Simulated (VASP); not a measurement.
# Si16Au (a cell with a defect) in VASP: notebook

Runs on Si16Au (a cell with a defect). Level: PBE. Tasks: single point.

Program: VASP 6.6.1. These are calculated values, not measurements. Logs are shortened: lines on timing, memory, paths and dates and some standing lists are left out, and cuts for length are marked.

## (1) The cell of the first run

The cell holds a defect, 17 atoms: a = 7.679 Å, b = 7.679 Å, c = 7.679 Å, α = 60.00°, β = 60.00°, γ = 60.00°.

## (2) Single point, PBE, collinear spin, zero start

INCAR

```
PREC = Accurate ; ENCUT = 520
EDIFF = 1E-6 ; ISMEAR = 0
SIGMA = 0.05 ; LREAL = Auto
LASPH = T ; NELM = 150
ALGO = Normal ; ISIF = 2
LWAVE = F ; LCHARG = F
ISPIN = 2 ; MAGMOM = 0 0 0 0 0 0 0 0 0 0 0 0 0 0 0 0 0
LORBIT = 11 ; LMAXMIX = 4
GGA = PE ; NBANDS = 56
```

KPOINTS

```
Automatic mesh
0
Gamma
  2 2 2
```

POSCAR

```
Si16Au
1.0
    0.0000000000      5.4300000000      5.4300000000
    5.4300000000      0.0000000000      5.4300000000
    5.4300000000      5.4300000000      0.0000000000
Si Au
16 1
Direct
   -0.0449534991      0.0143643646      0.0163954880
    0.1293957643      0.1087075506      0.1078775322
    0.0176254144     -0.0361500921      0.5091554328
    0.1266669429      0.1092479742      0.6553732044
    0.0192094843      0.5088330571     -0.0370245856
    0.1291438306      0.6541197053      0.1082405157
    0.0172611418      0.5094060773      0.5095616943
    0.1909375691      0.6033232044      0.6024436464
    0.5004112339     -0.0062473297     -0.0047200737
    0.5846095764      0.1377977901      0.1400053407
    0.4974849908     -0.0052783610      0.5132126151
    0.6463883057      0.1065258748      0.6237549724
    0.5002155617      0.5107304788     -0.0045196133
    0.6484635359      0.6225690608      0.1065795580
    0.5613152855      0.4794478821      0.4798464088
    0.6460880295      0.6234996317      0.6239707182
    0.0745752302      0.3085100368      0.3084859116
```

Potentials or basis: VASP PAW PBE potentials, release 64 (Si, Au).

On the command line:

```bash
$ cat potpaw_PBE.64/Si/POTCAR potpaw_PBE.64/Au/POTCAR > POTCAR
$ mpirun -np 1 vasp_std > vasp.out
```

OUTCAR:

```text
PREC = Accurate
   ENCUT = 520
   EDIFF = 1E-6
   ISMEAR = 0
   LREAL = Auto
   LASPH = T
   NELM = 150
   ISIF = 2
   ISPIN = 2
   LORBIT = 11
   GGA = PE

 ion  position               nearest neighbor table
   1  0.955  0.014  0.016-   2 2.29   6 2.29   4 2.29  10 2.32
   2  0.129  0.109  0.108-   1 2.29   9 2.33  17 2.44   5 2.51   3 2.52
   3  0.018  0.964  0.509-   8 2.29  12 2.33  17 2.44   4 2.52   2 2.52
   4  0.127  0.109  0.655-   1 2.29  11 2.33  17 2.44   7 2.51   3 2.52
   5  0.019  0.509  0.963-   8 2.29  14 2.33  17 2.45   2 2.51   6 2.52
   6  0.129  0.654  0.108-   1 2.29  13 2.33  17 2.44   5 2.52   7 2.52
   7  0.017  0.509  0.510-   8 2.29  16 2.33  17 2.45   4 2.51   6 2.52
   8  0.191  0.603  0.602-   5 2.29   3 2.29   7 2.29  15 2.32
   9  0.500  0.994  0.995-   2 2.33  14 2.33  12 2.33  10 2.35
  10  0.585  0.138  0.140-   1 2.32  11 2.35  13 2.35   9 2.35  17 3.20
  11  0.497  0.995  0.513-   4 2.33  16 2.33  12 2.33  10 2.35
  12  0.646  0.107  0.624-   3 2.33  11 2.33   9 2.33  15 2.35
  13  0.500  0.511  0.995-   6 2.33  14 2.33  16 2.33  10 2.35
  14  0.648  0.623  0.107-   5 2.33   9 2.33  13 2.33  15 2.35
  15  0.561  0.479  0.480-   8 2.32  12 2.35  16 2.35  14 2.35  17 3.22
  16  0.646  0.623  0.624-   7 2.33  11 2.33  13 2.33  15 2.35
  17  0.075  0.309  0.308-   6 2.44   2 2.44   4 2.44   3 2.44   5 2.45   7 2.45  10 3.20  15 3.22

  LATTYP: Found a face centered cubic cell.
 ALAT       =    10.8600000000

  Lattice vectors:

 A1 = (   0.0000000000,   5.4300000000,   5.4300000000)
 A2 = (   5.4300000000,   0.0000000000,   5.4300000000)
 A3 = (   5.4300000000,   5.4300000000,   0.0000000000)

Analysis of symmetry for initial positions (statically):
=====================================================================
 Subroutine PRICEL returns:
 Original cell was already a primitive cell.

 Routine SETGRP: Setting up the symmetry group for a
 face centered cubic supercell.

 Subroutine GETGRP returns: Found  1 space group operations
 (whereof  1 operations were pure point group operations)
 out of a pool of 48 trial point group operations.

The static configuration has the point symmetry C_1 .

Analysis of symmetry for dynamics (positions and initial velocities):
=====================================================================
 Subroutine PRICEL returns:
 Original cell was already a primitive cell.

 Routine SETGRP: Setting up the symmetry group for a
 face centered cubic supercell.

 Subroutine GETGRP returns: Found  1 space group operations
 (whereof  1 operations were pure point group operations)
 out of a pool of 48 trial point group operations.

The dynamic configuration has the point symmetry C_1 .

Analysis of structural, dynamic, and magnetic symmetry:
=====================================================================
 Subroutine PRICEL returns:
 Original cell was already a primitive cell.

 Routine SETGRP: Setting up the symmetry group for a
 face centered cubic supercell.

 Subroutine GETGRP returns: Found  1 space group operations
 (whereof  1 operations were pure point group operations)
 out of a pool of 48 trial point group operations.

The overall configuration has the point symmetry C_1 .

 Subroutine INISYM returns: Found  1 space group operations
 (whereof  1 operations are pure point group operations),
 and found     1 'primitive' translations

----------------------------------------------------------------------------------------

                                     Primitive cell

  volume of cell :     320.2060

  direct lattice vectors                    reciprocal lattice vectors
     0.000000000  5.430000000  5.430000000    -0.092081031  0.092081031  0.092081031
     5.430000000  0.000000000  5.430000000     0.092081031 -0.092081031  0.092081031
     5.430000000  5.430000000  0.000000000     0.092081031  0.092081031 -0.092081031

  length of vectors
     7.679179644  7.679179644  7.679179644     0.159489025  0.159489025  0.159489025

  position of ions in fractional coordinates (direct lattice)
     0.955046501  0.014364365  0.016395488
     0.129395764  0.108707551  0.107877532
     0.017625414  0.963849908  0.509155433
     0.126666943  0.109247974  0.655373204
     0.019209484  0.508833057  0.962975414
     0.129143831  0.654119705  0.108240516
[... 9 lines left out ...]
     0.646088029  0.623499632  0.623970718
     0.074575230  0.308510037  0.308485912

  ion indices of the primitive-cell ions
   primitive index   ion index
                 1           1
                 2           2
                 3           3
                 4           4
                 5           5
                 6           6
[... 9 lines left out ...]
                16          16
                17          17

----------------------------------------------------------------------------------------

 KPOINTS: Automatic mesh

Automatic generation of k-mesh.
 Grid dimensions read from file:
 generate k-points for:    2    2    2

 Generating k-lattice:

  Cartesian coordinates                     Fractional coordinates (reciprocal lattice)
    -0.046040516  0.046040516  0.046040516     0.500000000  0.000000000  0.000000000
     0.046040516 -0.046040516  0.046040516     0.000000000  0.500000000  0.000000000
     0.046040516  0.046040516 -0.046040516     0.000000000  0.000000000  0.500000000

  Length of vectors
     0.079744512  0.079744512  0.079744512

  Shift w.r.t. Gamma in fractional coordinates (k-lattice)
     0.000000000  0.000000000  0.000000000

 Subroutine IBZKPT returns following result:
 ===========================================

 Found      8 irreducible k-points:

 Following reciprocal coordinates:
            Coordinates               Weight
  0.000000  0.000000  0.000000      1.000000
  0.500000  0.000000  0.000000      1.000000
  0.000000  0.500000  0.000000      1.000000
  0.000000  0.000000  0.500000      1.000000
  0.500000  0.500000  0.500000      1.000000
  0.500000  0.500000  0.000000      1.000000
  0.000000  0.500000  0.500000      1.000000
  0.500000  0.000000  0.500000      1.000000
   k-points           NKPTS =      8   k-points in BZ     NKDIM =      8   number of bands    NBANDS=     56
   number of dos      NEDOS =    301   number of ions     NIONS =     17
   total plane-waves  NPLWV = 216000
   dimension x,y,z NGX =    60 NGY =   60 NGZ =   60
   dimension x,y,z NGXF=   120 NGYF=  120 NGZF=  120
   ions per type =              16   1
   NGX,Y,Z   is equivalent  to a cutoff of  12.99, 12.99, 12.99 a.u.
   NGXF,Y,Z  is equivalent  to a cutoff of  25.98, 25.98, 25.98 a.u.
 SYSTEM =  unknown system
   PREC   = accura    normal or accurate (medium, high low for compatibility)
   ISTART =      0    job   : 0-new  1-cont  2-samecut
   ICHARG =      2    charge: 1-file 2-atom 10-const
   ISPIN  =      2    spin polarized calculation?
   LNONCOLLINEAR =      F non collinear calculations
   LSORBIT =      F    spin-orbit coupling
   LASPH  =      T    aspherical Exc in radial PAW
   ENCUT  =  520.0 eV  38.22 Ry    6.18 a.u.  14.28 14.28 14.28*2*pi/ulx,y,z
   NELM   =    150;   NELMIN=  2; NELMDL= -5     # of ELM steps
   EDIFF  = 0.1E-05   stopping-criterion for ELM
   LREAL  =      T    real-space projection
   EDIFFG = 0.1E-04   stopping-criterion for IOM
   NSW    =      0    number of steps for IOM
   IBRION =     -1    ionic relax: 0-MD 1-quasi-New 2-CG
   NFREE  =      0    steps in history (QN), initial steepest desc. (CG)
   ISIF   =      2    stress and relaxation
   ISYM   =      2    0-nonsym 1-usesym 2-fastsym
   POTIM  = 0.5000    time-step for ionic-motion
   TEBEG  =    0.0;   TEEND  =   0.0 temperature during run
   PSTRESS=    0.0 pullay stress
   NELECT =      75.0000    total number of electrons
   NUPDOWN=      -1.0000    fix difference up-down
   EMIN   =  10.00;   EMAX   =-10.00  energy-range for DOS
   EFERMI =   0.00;   METHOD = LEGACY
   ISMEAR =     0;   SIGMA  =   0.05  broadening in eV -4-tet -1-fermi 0-gaus
   EFERMI_NEDOS =   21; number of points for ismear=-14 and -15
   IALGO  =     38    algorithm
   IMIX   =      4    mixing-type and parameters
     AMIX     =   0.40;   BMIX     =  1.00
     AMIX_MAG =   1.60;   BMIX_MAG =  1.00
  volume/ion in A,a.u.               =      18.84       127.11
  Fermi-wavevector in a.u.,A,eV,Ry     =   1.009142  1.907001 13.855720  1.018367
  Thomas-Fermi vector in A             =   2.142052
   LORBIT       =     11    0 simple, 1 ext, 2 COOP (PROOUT), +10 PAW based schemes
   GGA     = PE    functional components
   LHFCALC =     F    Hartree Fock is set to
   AEXX    =    0.0000 exact exchange contribution
   IVDW    =     0    specifies the selected vdW correction
   LEPSILON=     F    determine dielectric tensor
   LRPA    =     F    only Hartree local field effects (RPA)
 spin polarized calculation
 Gauss-broadening in eV      SIGMA  =   0.05
  energy-cutoff  :      520.00
  volume of cell :      320.21
 maximum number of plane-waves:      8646
 NGX is ok and might be reduce to    60
   NGX = 29   NGY = 29   NGZ = 29

 number of electron      75.0000001 magnetization       0.0000002

 number of electron      75.0000001 magnetization      -0.0000021

 Free energy of the ion-electron system (eV)
  ---------------------------------------------------
  ext. energy  EPLUGINS =         0.00000000
  ---------------------------------------------------
  free energy    TOTEN  =       -86.02585971 eV

  energy without entropy =      -86.01837217  energy(sigma->0) =      -86.02211594

 E-fermi :   7.1573     XC(G=0):  -9.8072

 val. band max:        7.1484260855   @ k =   0.0000   0.0000   0.0000
 cond. band min:       7.1634159813   @ k =   0.0000   0.0000   0.0000
 fundamental gap:      0.0149898957
 Fermi energy:         7.1572678603

 spin component 1

 k-point     1 :       0.0000    0.0000    0.0000
  band No.  band energies     occupation
      1      -5.8024      1.00000
      2      -3.5176      1.00000
      3      -3.3546      1.00000
      4      -3.1902      1.00000
      5      -3.1828      1.00000
      6      -2.1921      1.00000
[... 41 lines left out ...]
     48       8.8147      0.00000
     49       8.8228      0.00000
[... 362 lines left out ...]
     48      10.5905      0.00000
     49      10.6126      0.00000
 Fermi energy:         7.1572678603

 spin component 2

 k-point     1 :       0.0000    0.0000    0.0000
  band No.  band energies     occupation
      1      -5.8024      1.00000
      2      -3.5176      1.00000
      3      -3.3546      1.00000
      4      -3.1902      1.00000
      5      -3.1828      1.00000
      6      -2.1921      1.00000
[... 41 lines left out ...]
     48       8.8147      0.00000
     49       8.8228      0.00000
[... 362 lines left out ...]
     48      10.5905      0.00000
     49      10.6126      0.00000
 [bands above 49 left out]

------------------------ aborting loop because EDIFF is reached ----------------------------------------

  FORCE on cell =-STRESS in cart. coord.  units (eV):
  Direction    XX          YY          ZZ          XY          YZ          ZX
  --------------------------------------------------------------------------------------
  -------------------------------------------------------------------------------------
  Total       13.0822298     13.3491106     13.0996593      0.6816907     -0.7173170      0.7806384
  in kB       65.4580212     66.7933811     65.5452310      3.4108961     -3.5891548      3.9059888
  external PRESSURE =      65.9322111 kB  Pullay stress =       0.0000000 kB

 VOLUME and BASIS-vectors are now :
 -----------------------------------------------------------------------------
  energy-cutoff  :      520.00
  volume of cell :      320.21
      direct lattice vectors                 reciprocal lattice vectors
     0.000000000  5.430000000  5.430000000    -0.092081031  0.092081031  0.092081031
     5.430000000  0.000000000  5.430000000     0.092081031 -0.092081031  0.092081031
     5.430000000  5.430000000  0.000000000     0.092081031  0.092081031 -0.092081031

 POSITION                                       TOTAL-FORCE (eV/Angst)
 -----------------------------------------------------------------------------------
      0.16703      5.27493      5.26390        -0.021693     -0.004453      0.017183
      1.17606      1.28839      1.29290         0.017545     -0.002170     -0.013854
      7.99842      2.86042      5.32941         0.006100      0.010475      0.011950
      4.15189      4.24648      1.28102         0.011700     -0.002857     -0.023387
      7.99192      5.33326      2.86727         0.005901      0.020125      0.004007
      4.13962      1.28900      4.25312         0.008716     -0.006332     -0.015030
[... 9 lines left out ...]
      6.77376      6.89642      6.89386        -0.011327      0.011853      0.009460
      3.35029      2.08002      2.08015         0.007485     -0.000237     -0.005718
 -----------------------------------------------------------------------------------
    total drift:                               -0.000485     -0.002223     -0.001837

  FREE ENERGIE OF THE ION-ELECTRON SYSTEM (eV)
  ---------------------------------------------------
  free  energy   TOTEN  =       -86.0258597099 eV

  energy  without entropy=      -86.0183721700  energy(sigma->0) =      -86.02211594

 total charge

# of ion       s       p       d       tot
------------------------------------------
    1        0.755   0.960   0.000   1.715
    2        0.743   0.934   0.000   1.677
    3        0.743   0.933   0.000   1.676
    4        0.742   0.934   0.000   1.676
    5        0.742   0.935   0.000   1.677
    6        0.743   0.934   0.000   1.677
[... 9 lines left out ...]
   16        0.745   0.956   0.000   1.700
   17        0.765   0.572   8.719  10.056
--------------------------------------------------
tot         12.691  15.725   8.719  37.134

 magnetization (x)

# of ion       s       p       d       tot
------------------------------------------
    1       -0.000  -0.000   0.000  -0.000
    2        0.000   0.000   0.000   0.000
    3       -0.000  -0.000   0.000  -0.000
    4       -0.000  -0.000   0.000  -0.000
    5       -0.000  -0.000   0.000  -0.000
    6       -0.000  -0.000   0.000  -0.000
[... 9 lines left out ...]
   16        0.000  -0.000   0.000   0.000
   17       -0.000   0.000  -0.000  -0.000
--------------------------------------------------
tot          0.000   0.000  -0.000   0.000
```

Wall time 5.7 min (1 thread of Intel Xeon Platinum 8488C (Sapphire Rapids), shared host); peak memory 0.72 GiB.

What came out:

```
Free energy                                           : -86.0259 eV
Pressure                                              : 6.6 GPa
Largest force                                         : 0.028 eV/Å
Net moment                                            : 0.00 μB per cell
Valence electrons inside the program's atomic spheres : Si 1.72, 1.68, 1.70, 1.69 (each value once); Au 10.06
```

Forces on the atoms (eV/Å):
```
Si  -0.022 -0.004  0.017
Si   0.018 -0.002 -0.014
Si   0.006  0.010  0.012
Si   0.012 -0.003 -0.023
Si   0.006  0.020  0.004
Si   0.009 -0.006 -0.015
Si  -0.016  0.007  0.003
Si   0.001 -0.020  0.002
Si   0.004 -0.015 -0.001
Si  -0.002 -0.010 -0.002
Si   0.004  0.009  0.000
Si  -0.012  0.013  0.007
Si   0.005 -0.016 -0.003
Si  -0.003  0.000  0.001
Si  -0.005  0.005  0.008
Si  -0.011  0.012  0.009
Au   0.007  0.000 -0.006
```

Caveat: the k points lie up to 0.50 Å⁻¹ apart; spin-orbit coupling is left out, which moves the levels of the heavy elements.

[end of part 1 of 2]
